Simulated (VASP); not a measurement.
Input of a VASP 6.6.1 run:

INCAR

```
SYSTEM = Rb3Sb2P3
ALGO = Normal
EDIFF = 1E-7
EDIFFG = -0.01
ENCUT = 600
GGA = PE
IBRION = 2
ISIF = 3
ISMEAR = 0
LASPH = .True.
LCHARG = .False.
LREAL = .False.
LWAVE = .False.
NELM = 100
NSW = 100
PREC = Accurate
SIGMA = 0.1
```

The input KPOINTS:

```
k-points
0
Gamma
  6 6 6
  0 0 0
```

Contents of POSCAR:

```
Rb3Sb2P3
1.0
    6.5560909818      0.0000000000      0.0000000000
    0.0000000000      6.5560909818      0.0000000000
    0.0000000000      0.0000000000      6.5560909818
Rb Sb P
3 2 3
Direct
    0.5000000000      0.0000000000      0.0000000000
    0.0000000000      0.5000000000      0.0000000000
    0.0000000000      0.0000000000      0.5000000000
    0.5000000000      0.5000000000      0.5000000000
    0.0000000000      0.0000000000      0.0000000000
    0.0000000000      0.5000000000      0.5000000000
    0.5000000000      0.0000000000      0.5000000000
    0.5000000000      0.5000000000      0.0000000000
```

Potentials or basis: VASP PAW PBE potentials, release 64 (Rb_sv, Sb, P).

The run is started by

```bash
$ cat potpaw_PBE.64/Rb_sv/POTCAR potpaw_PBE.64/Sb/POTCAR potpaw_PBE.64/P/POTCAR > POTCAR
$ mpirun -np 1 vasp_std > vasp.out
```

Q: What does it give for the space group after relaxing (to 0.1 Å)?

A: Pm-3m (No. 221).

Q: Estimate the relaxed volume.

A: 35.54 Å³/atom.

Final structure:
```yaml
crystal:
  lattice:
    - [6.57570, 0.00000, 0.00000]
    - [0.00000, 6.57570, 0.00000]
    - [0.00000, 0.00000, 6.57570]
  atoms:
    - { symbol: Rb, position: [0.50000, 0.00000, 0.00000] }
    - { symbol: Rb, position: [0.00000, 0.50000, 0.00000] }
    - { symbol: Rb, position: [0.00000, 0.00000, 0.50000] }
    - { symbol: Sb, position: [0.50000, 0.50000, 0.50000] }
    - { symbol: Sb, position: [0.00000, 0.00000, 0.00000] }
    - { symbol: P, position: [0.00000, 0.50000, 0.50000] }
    - { symbol: P, position: [0.50000, 0.00000, 0.50000] }
    - { symbol: P, position: [0.50000, 0.50000, 0.00000] }
```

Caveat: the highest band is partly filled, so the run has too few bands.
